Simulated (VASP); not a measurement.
# Sn (I4_1/amd) in VASP: further runs

Runs on Sn. Level: PBE+D3(BJ). Tasks: single point, relaxation of cell and atoms.

Program: VASP 6.6.1. These are calculated values, not measurements. Logs are shortened: lines on timing, memory, paths and dates and some standing lists are left out, and cuts for length are marked.

**1. The cell of the first run**

Symmetry: I4_1/amd, No. 141, tetragonal system. The conventional cell has a = 5.842 Å, b = 5.842 Å, c = 3.188 Å, α = 90.00°, β = 90.00°, γ = 90.00°. Within 4.0 Å of Sn (site symmetry -4m2) lie 10 Sn at 3.03 to 3.77 Å.

**2. Single point, PBE+D3(BJ)**

Contents of INCAR:

```
PREC = Accurate
ENCUT = 520
EDIFF = 1E-6
ISMEAR = 0
SIGMA = 0.1
LREAL = F
LASPH = T
NELM = 60
ALGO = Fast
ISIF = 2
LWAVE = F
LCHARG = T
GGA = PE
IVDW = 12
LELF = T
LVHAR = T
NBANDS = 21
```

Contents of KPOINTS:

```
Automatic mesh
0
Gamma
  14 14 14
```

Contents of POSCAR:

```
Sn
1.0
   -2.9209565380      2.9209565380      1.5942174226
    2.9209565380     -2.9209565380      1.5942174226
    2.9209565380      2.9209565380     -1.5942174226
Sn
2
Direct
    0.7500000000      0.2500000000      0.5000000000
    0.0000000000      0.0000000000      0.0000000000
```

Potentials or basis: VASP PAW PBE potentials, release 64 (Sn_d).

Launch:

```console
$ cat potpaw_PBE.64/Sn_d/POTCAR > POTCAR
$ mpirun -np 1 vasp_std > vasp.out
```

OUTCAR:

```text
PREC = Accurate
   ENCUT = 520
   EDIFF = 1E-6
   ISMEAR = 0
   LREAL = F
   LASPH = T
   NELM = 60
   ISIF = 2
   GGA = PE
   IVDW = 12
 IVDW          = 12

 ion  position               nearest neighbor table
   1  0.750  0.250  0.500-   2 3.03   2 3.03   2 3.03   2 3.03
   2  0.000  0.000  0.000-   1 3.03   1 3.03   1 3.03   1 3.03

  LATTYP: Found a body centered tetragonal cell.
 ALAT       =     5.8419130760
 C/A-ratio  =     0.5457860813

  Lattice vectors:

 A1 = (  -2.9209565380,   2.9209565380,   1.5942174226)
 A2 = (   2.9209565380,  -2.9209565380,   1.5942174226)
 A3 = (   2.9209565380,   2.9209565380,  -1.5942174226)

Analysis of symmetry for initial positions (statically):
=====================================================================
 Subroutine PRICEL returns:
 Original cell was already a primitive cell.

 Routine SETGRP: Setting up the symmetry group for a
 body centered tetragonal supercell.

 Subroutine GETGRP returns: Found 16 space group operations
 (whereof  8 operations were pure point group operations)
 out of a pool of 16 trial point group operations.

The static configuration has the point symmetry D_2d.
 The point group associated with its full space group is D_4h.

Analysis of symmetry for dynamics (positions and initial velocities):
=====================================================================
 Subroutine PRICEL returns:
 Original cell was already a primitive cell.

 Routine SETGRP: Setting up the symmetry group for a
 body centered tetragonal supercell.

 Subroutine GETGRP returns: Found 16 space group operations
 (whereof  8 operations were pure point group operations)
 out of a pool of 16 trial point group operations.

The dynamic configuration has the point symmetry D_2d.
 The point group associated with its full space group is D_4h.

 Subroutine INISYM returns: Found 16 space group operations
 (whereof  8 operations are pure point group operations),
 and found     1 'primitive' translations

----------------------------------------------------------------------------------------

                                     Primitive cell

  volume of cell :      54.4074

  direct lattice vectors                    reciprocal lattice vectors
    -2.920956538  2.920956538  1.594217423     0.000000000  0.171176802  0.313633506
     2.920956538 -2.920956538  1.594217423     0.171176802  0.000000000  0.313633506
     2.920956538  2.920956538 -1.594217423     0.171176802  0.171176802  0.000000000

  length of vectors
     4.427810225  4.427810225  4.427810225     0.357305855  0.357305855  0.242080555

  position of ions in fractional coordinates (direct lattice)
     0.750000000  0.250000000  0.500000000
     0.000000000  0.000000000  0.000000000

  ion indices of the primitive-cell ions
   primitive index   ion index
                 1           1
                 2           2

----------------------------------------------------------------------------------------

 KPOINTS: Automatic mesh

Automatic generation of k-mesh.
 Grid dimensions read from file:
 generate k-points for:   14   14   14

 Generating k-lattice:

  Cartesian coordinates                     Fractional coordinates (reciprocal lattice)
     0.000000000  0.012226914  0.022402393     0.071428571  0.000000000  0.000000000
     0.012226914  0.000000000  0.022402393     0.000000000  0.071428571  0.000000000
     0.012226914  0.012226914  0.000000000     0.000000000  0.000000000  0.071428571

  Length of vectors
     0.025521847  0.025521847  0.017291468

  Shift w.r.t. Gamma in fractional coordinates (k-lattice)
     0.000000000  0.000000000  0.000000000

 Subroutine IBZKPT returns following result:
 ===========================================

 Found    244 irreducible k-points:

 Following reciprocal coordinates:
            Coordinates               Weight
  0.000000  0.000000  0.000000      1.000000
  0.071429 -0.000000  0.000000      8.000000
  0.142857  0.000000 -0.000000      8.000000
  0.214286 -0.000000  0.000000      8.000000
  0.285714  0.000000  0.000000      8.000000
  0.357143  0.000000 -0.000000      8.000000
[... 16 lines left out ...]
  0.214286  0.142857  0.000000     16.000000
  0.285714  0.142857  0.000000     16.000000
 [... further k-points ...]
   k-points           NKPTS =    244   k-points in BZ     NKDIM =    244   number of bands    NBANDS=     21
   number of dos      NEDOS =    301   number of ions     NIONS =      2
   total plane-waves  NPLWV =  46656
   dimension x,y,z NGX =    36 NGY =   36 NGZ =   36
   dimension x,y,z NGXF=    72 NGYF=   72 NGZF=   72
   ions per type =               2
   NGX,Y,Z   is equivalent  to a cutoff of  13.52, 13.52, 13.52 a.u.
   NGXF,Y,Z  is equivalent  to a cutoff of  27.03, 27.03, 27.03 a.u.
 SYSTEM =  unknown system
   PREC   = accura    normal or accurate (medium, high low for compatibility)
   ISTART =      0    job   : 0-new  1-cont  2-samecut
   ICHARG =      2    charge: 1-file 2-atom 10-const
   ISPIN  =      1    spin polarized calculation?
   LNONCOLLINEAR =      F non collinear calculations
   LSORBIT =      F    spin-orbit coupling
   LASPH  =      T    aspherical Exc in radial PAW
   ENCUT  =  520.0 eV  38.22 Ry    6.18 a.u.   8.23  8.23  8.23*2*pi/ulx,y,z
   NELM   =     60;   NELMIN=  2; NELMDL= -5     # of ELM steps
   EDIFF  = 0.1E-05   stopping-criterion for ELM
   LREAL  =      F    real-space projection
   EDIFFG = 0.1E-04   stopping-criterion for IOM
   NSW    =      0    number of steps for IOM
   IBRION =     -1    ionic relax: 0-MD 1-quasi-New 2-CG
   NFREE  =      0    steps in history (QN), initial steepest desc. (CG)
   ISIF   =      2    stress and relaxation
   ISYM   =      2    0-nonsym 1-usesym 2-fastsym
   POTIM  = 0.5000    time-step for ionic-motion
   TEBEG  =    0.0;   TEEND  =   0.0 temperature during run
   PSTRESS=    0.0 pullay stress
   NELECT =      28.0000    total number of electrons
   NUPDOWN=      -1.0000    fix difference up-down
   EMIN   =  10.00;   EMAX   =-10.00  energy-range for DOS
   EFERMI =   0.00;   METHOD = LEGACY
   ISMEAR =     0;   SIGMA  =   0.10  broadening in eV -4-tet -1-fermi 0-gaus
   EFERMI_NEDOS =   21; number of points for ismear=-14 and -15
   IALGO  =     68    algorithm
   IMIX   =      4    mixing-type and parameters
     AMIX     =   0.40;   BMIX     =  1.00
     AMIX_MAG =   1.60;   BMIX_MAG =  1.00
  volume/ion in A,a.u.               =      27.20       183.58
  Fermi-wavevector in a.u.,A,eV,Ry     =   1.311923  2.479175 23.417549  1.721141
  Thomas-Fermi vector in A             =   2.442351
   LORBIT       =      0    0 simple, 1 ext, 2 COOP (PROOUT), +10 PAW based schemes
   GGA     = PE    functional components
   LHFCALC =     F    Hartree Fock is set to
   AEXX    =    0.0000 exact exchange contribution
   IVDW    =    12    specifies the selected vdW correction
   LEPSILON=     F    determine dielectric tensor
   LRPA    =     F    only Hartree local field effects (RPA)
 non-spin polarized calculation
 RMM-DIIS sequential band-by-band and
 Gauss-broadening in eV      SIGMA  =   0.10
  energy-cutoff  :      520.00
  volume of cell :       54.41
 maximum number of plane-waves:      1484
 NGX is ok and might be reduce to    36
   NGX = 17   NGY = 17   NGZ = 17

 number of electron      27.9999999 magnetization

 Free energy of the ion-electron system (eV)
  ---------------------------------------------------
  ext. energy  EPLUGINS =         0.00000000
  ---------------------------------------------------
  free energy    TOTEN  =        -7.59272700 eV

  energy without entropy =       -7.58672736  energy(sigma->0) =       -7.58972718

 E-fermi :   7.9373     XC(G=0): -10.2938

 val. band max:        7.9237983912   @ k =   0.2857   0.1429   0.0000
 cond. band min:       7.9421659826   @ k =  -0.2857   0.2857   0.2143
 fundamental gap:      0.0183675914
 Fermi energy:         7.9372518576

 k-point     1 :       0.0000    0.0000    0.0000
  band No.  band energies     occupation
      1     -13.7119      2.00000
      2     -13.6242      2.00000
      3     -13.5862      2.00000
      4     -13.5697      2.00000
      5     -13.4247      2.00000
      6     -13.4247      2.00000
[... 13 lines left out ...]
     20      17.8062      0.00000
     21      18.4672      0.00000

 k-point     2 :       0.0714   -0.0000    0.0000
  band No.  band energies     occupation
      1     -13.7087      2.00000
      2     -13.6142      2.00000
      3     -13.5825      2.00000
      4     -13.5579      2.00000
      5     -13.4322      2.00000
      6     -13.4311      2.00000
[... 13 lines left out ...]
     20      17.5009      0.00000
     21      17.6287      0.00000

 k-point     3 :       0.1429    0.0000   -0.0000
  band No.  band energies     occupation
      1     -13.6991      2.00000
      2     -13.5872      2.00000
      3     -13.5721      2.00000
      4     -13.5285      2.00000
      5     -13.4490      2.00000
      6     -13.4397      2.00000
[... 13 lines left out ...]
     20      16.3593      0.00000
     21      16.5568      0.00000

 k-point     4 :       0.2143   -0.0000    0.0000
  band No.  band energies     occupation
      1     -13.6844      2.00000
      2     -13.5572      2.00000
      3     -13.5541      2.00000
      4     -13.5032      2.00000
      5     -13.4695      2.00000
      6     -13.4351      2.00000
[... 13 lines left out ...]
     20      15.4691      0.00000
     21      16.4080      0.00000

 k-point     5 :       0.2857    0.0000    0.0000
  band No.  band energies     occupation
      1     -13.6679      2.00000
      2     -13.5428      2.00000
      3     -13.5322      2.00000
      4     -13.5060      2.00000
      5     -13.4872      2.00000
      6     -13.4461      2.00000
[... 13 lines left out ...]
     20      14.8438      0.00000
     21      16.9126      0.00000
[... 382 lines left out ...]
     20      18.0953      0.00000
     21      18.3849      0.00000

 k-point    22 :       0.1429    0.1429   -0.0000
  band No.  band energies     occupation
      1     -13.6785      2.00000
      2     -13.5491      2.00000
      3     -13.5312      2.00000
      4     -13.4867      2.00000
      5     -13.4708      2.00000
      6     -13.4600      2.00000
[... 13 lines left out ...]
     20      15.3172      0.00000
     21      15.6375      0.00000

 k-point    23 :       0.2143    0.1429    0.0000
  band No.  band energies     occupation
      1     -13.6661      2.00000
      2     -13.5400      2.00000
      3     -13.5330      2.00000
      4     -13.4918      2.00000
      5     -13.4850      2.00000
      6     -13.4706      2.00000
[... 13 lines left out ...]
     20      15.0960      0.00000
     21      16.0969      0.00000

 k-point    24 :       0.2857    0.1429    0.0000
  band No.  band energies     occupation
      1     -13.6555      2.00000
      2     -13.5508      2.00000
      3     -13.5220      2.00000
      4     -13.5138      2.00000
      5     -13.4811      2.00000
      6     -13.4759      2.00000
[... 13 lines left out ...]
     20      15.5273      0.00000
     21      16.9362      0.00000

 [... further k-points ...]

------------------------ aborting loop because EDIFF is reached ----------------------------------------

 Edisp (eV)   -0.77733

 E8    (eV) :    -0.3757

  FORCE on cell =-STRESS in cart. coord.  units (eV):
  Direction    XX          YY          ZZ          XY          YZ          ZX
  --------------------------------------------------------------------------------------
  -------------------------------------------------------------------------------------
  Total      -0.02170    -0.02170    -0.02514     0.00000     0.00000     0.00000
  in kB      -0.63909    -0.63909    -0.74043     0.00000     0.00000     0.00000
  external pressure =       -0.67 kB  Pullay stress =        0.00 kB

 VOLUME and BASIS-vectors are now :
 -----------------------------------------------------------------------------
  energy-cutoff  :      520.00
  volume of cell :       54.41
      direct lattice vectors                 reciprocal lattice vectors
    -2.920956538  2.920956538  1.594217423     0.000000000  0.171176802  0.313633506
     2.920956538 -2.920956538  1.594217423     0.171176802  0.000000000  0.313633506
     2.920956538  2.920956538 -1.594217423     0.171176802  0.171176802  0.000000000

 POSITION                                       TOTAL-FORCE (eV/Angst)
 -----------------------------------------------------------------------------------
      0.00000      2.92096      0.79711        -0.000000      0.000000      0.000000
      0.00000      0.00000      0.00000         0.000000     -0.000000     -0.000000
 -----------------------------------------------------------------------------------
    total drift:                               -0.000000      0.000000     -0.000000

  FREE ENERGIE OF THE ION-ELECTRON SYSTEM (eV)
  ---------------------------------------------------
  free  energy   TOTEN  =        -8.3700521126 eV

  energy  without entropy=       -8.3640524789  energy(sigma->0) =       -8.36705230
```

It took 4.4 min on 1 thread of Intel Xeon Platinum 8259CL at 2.50GHz (Skylake/Cascade Lake), shared host; peak memory 0.37 GiB.

Results:

* Free energy: -8.3701 eV
* Pressure: -0.1 GPa
* Band gap on the k mesh: zero (band 14 reaches 9.40 eV, above the bottom of band 15 at 5.38 eV)
* Dispersion energy per atom: -0.389 eV

Levels at points of the mesh, in eV from the Fermi level:
```csv
k point,band 10,band 11,band 12,band 13,band 14,band 15,band 16,band 17,band 18,band 19
"(0.00, 0.00, 0.00)",-21.16,-11.11,-3.61,-1.96,-1.96,2.99,6.24,6.24,6.81,6.91
"(0.50, 0.00, 0.00)",-21.22,-6.92,-5.39,-2.30,-1.68,-1.14,2.26,2.86,4.69,7.20
"(0.50, 0.50, 0.00)",-21.28,-8.87,-8.87,0.61,0.61,1.60,1.60,5.99,5.99,9.50
"(0.50, 0.50, 0.50)",-21.35,-7.53,-7.53,-4.79,-4.79,5.01,5.01,9.40,9.40,12.58
```

Caveat: spin-orbit coupling is left out, which moves the levels of the heavy elements; pairwise dispersion overbinds metals, which lowers pressure and volume.

**3. Relaxation of cell and atoms, PBE+D3(BJ)**

This run uses another cell than the first one, of 28.41 Å³/atom, 1.044 times its volume.

Contents of INCAR:

```
SYSTEM = Sn
PREC = Accurate
ENCUT = 600
EDIFF = 1E-6
ISMEAR = 0
SIGMA = 0.1
LREAL = .False.
LASPH = .True.
NELM = 60
ALGO = Fast
ISIF = 3
LWAVE = .False.
LCHARG = .False.
GGA = PE
IVDW = 12
IBRION = 2
NSW = 70
EDIFFG = -0.005
```

Contents of KPOINTS:

```
Automatic mesh
0
Gamma
  14 14 14
  0 0 0
```

Contents of POSCAR:

```
Sn
1.0
   -2.9643162528      2.9643162528      1.6163469659
    2.9643162528     -2.9643162528      1.6163469659
    2.9643162528      2.9643162528     -1.6163469659
Sn
2
Direct
    0.7500000000      0.2500000000      0.5000000000
    0.0000000000      0.0000000000      0.0000000000
```

Potentials or basis: VASP PAW PBE potentials, release 64 (Sn_d).

Launch:

```console
$ cat potpaw_PBE.64/Sn_d/POTCAR > POTCAR
$ mpirun -np 1 vasp_std > vasp.out
```

OUTCAR:

```text
SYSTEM = Sn
   PREC = Accurate
   ENCUT = 600
   EDIFF = 1E-6
   ISMEAR = 0
   LREAL = .False.
   LASPH = .True.
   NELM = 60
   ISIF = 3
   GGA = PE
   IVDW = 12
   IBRION = 2
   NSW = 70
   EDIFFG = -0.005
 IVDW          = 12

 ion  position               nearest neighbor table
   1  0.750  0.250  0.500-   2 3.07   2 3.07   2 3.07   2 3.07
   2  0.000  0.000  0.000-   1 3.07   1 3.07   1 3.07   1 3.07

  LATTYP: Found a body centered tetragonal cell.
 ALAT       =     5.9286325056
 C/A-ratio  =     0.5452680578

  Lattice vectors:

 A1 = (  -2.9643162528,   2.9643162528,   1.6163469659)
 A2 = (   2.9643162528,  -2.9643162528,   1.6163469659)
 A3 = (   2.9643162528,   2.9643162528,  -1.6163469659)

Analysis of symmetry for initial positions (statically):
=====================================================================
 Subroutine PRICEL returns:
 Original cell was already a primitive cell.

 Routine SETGRP: Setting up the symmetry group for a
 body centered tetragonal supercell.

 Subroutine GETGRP returns: Found 16 space group operations
 (whereof  8 operations were pure point group operations)
 out of a pool of 16 trial point group operations.

The static configuration has the point symmetry D_2d.
 The point group associated with its full space group is D_4h.

[... 145 lines left out ...]
 non-spin polarized calculation
 RMM-DIIS sequential band-by-band and
 Gauss-broadening in eV      SIGMA  =   0.10
  energy-cutoff  :      600.00
  volume of cell :       56.81
 maximum number of plane-waves:      1950
   NGX = 17   NGY = 17   NGZ = 17

--------------------------------------- Ionic step        1  -------------------------------------------

 number of electron      27.9999990 magnetization

 Free energy of the ion-electron system (eV)
  ---------------------------------------------------
  ext. energy  EPLUGINS =         0.00000000
  ---------------------------------------------------
  free energy    TOTEN  =        -7.60935313 eV

  energy without entropy =       -7.60261280  energy(sigma->0) =       -7.60598296

------------------------ aborting loop because EDIFF is reached ----------------------------------------

 Edisp (eV)   -0.74456

 E8    (eV) :    -0.3602
[... 71 lines left out ...]
--------------------------------------- Ionic step        3  -------------------------------------------

 number of electron      27.9999999 magnetization

 Free energy of the ion-electron system (eV)
  ---------------------------------------------------
  ext. energy  EPLUGINS =         0.00000000
  ---------------------------------------------------
  free energy    TOTEN  =        -7.59277364 eV

  energy without entropy =       -7.58675291  energy(sigma->0) =       -7.58976328

 E-fermi :   7.9410     XC(G=0): -10.2952

 val. band max:        7.9282147399   @ k =   0.2857   0.1429  -0.0000
 cond. band min:       7.9435364485   @ k =  -0.2857   0.2857   0.2143
 fundamental gap:      0.0153217086
 Fermi energy:         7.9410440248

 k-point     1 :       0.0000    0.0000    0.0000
  band No.  band energies     occupation
      1     -13.7082      2.00000
      2     -13.6210      2.00000
      3     -13.5825      2.00000
      4     -13.5665      2.00000
      5     -13.4208      2.00000
      6     -13.4208      2.00000
[... 481 lines left out ...]
      5     -13.4774      2.00000
      6     -13.4722      2.00000
[... 10 lines left out ...]
     17      10.8760      0.00000
     18      12.0640      0.00000

 [... further k-points ...]

------------------------ aborting loop because EDIFF is reached ----------------------------------------

 Edisp (eV)   -0.77756

 E8    (eV) :    -0.3759
[... 25 lines left out ...]
  FREE ENERGIE OF THE ION-ELECTRON SYSTEM (eV)
  ---------------------------------------------------
  free  energy   TOTEN  =        -8.3703347689 eV

  energy  without entropy=       -8.3643140327  energy(sigma->0) =       -8.36732440

 reached required accuracy - stopping structural energy minimisation
```

CONTCAR:

```text
Sn
   1.00000000000000
    -2.9210843553353421    2.9210843553353421    1.5935902253169181
     2.9210843553353421   -2.9210843553353421    1.5935902253169181
     2.9210843553353421    2.9210843553353421   -1.5935902253169181
  Sn
     2
Direct
     0.7500000000000000    0.2500000000000000    0.5000000000000000
     0.0000000000000000    0.0000000000000000    0.0000000000000000

  0.00000000E+00  0.00000000E+00  0.00000000E+00
  0.00000000E+00  0.00000000E+00  0.00000000E+00
```

Wall time 9 min (1 thread of Intel Xeon Platinum 8259CL at 2.50GHz (Skylake/Cascade Lake), shared host); peak memory 0.41 GiB.

Results:

- Free energy: -8.3703 eV
- Relaxed volume: 27.20 Å³/atom
- Relaxed cell: a = 4.428 Å, b = 4.428 Å, c = 4.428 Å, α = 97.44°, β = 97.44°, γ = 137.81°
- Space group after relaxing (to 0.05 Å): I4_1/amd (No. 141)
- Energy gained by relaxing: 8.2 meV/atom
- Ionic steps: 3
- Pressure after relaxing: 0.0 GPa
- Band gap on the k mesh: zero (band 14 reaches 9.40 eV, above the bottom of band 15 at 5.38 eV)
- Dispersion energy per atom: -0.389 eV

The path:
```tsv
step	energy change (eV)	largest force (eV/Å)	pressure (GPa)	volume (Å³)
1	0.0000	0.0000	-2.09	56.81
2	-0.0153	0.0000	0.57	53.82
3	-0.0164	0.0000	0.00	54.39
```

Final structure:
```
CELL_PARAMETERS angstrom
-2.92108 2.92108 1.59359
2.92108 -2.92108 1.59359
2.92108 2.92108 -1.59359
ATOMIC_POSITIONS crystal
Sn 0.75000 0.25000 0.50000
Sn 0.00000 0.00000 0.00000
```

Caveat: spin-orbit coupling is left out, which moves the levels of the heavy elements; pairwise dispersion overbinds metals, which lowers pressure and volume.
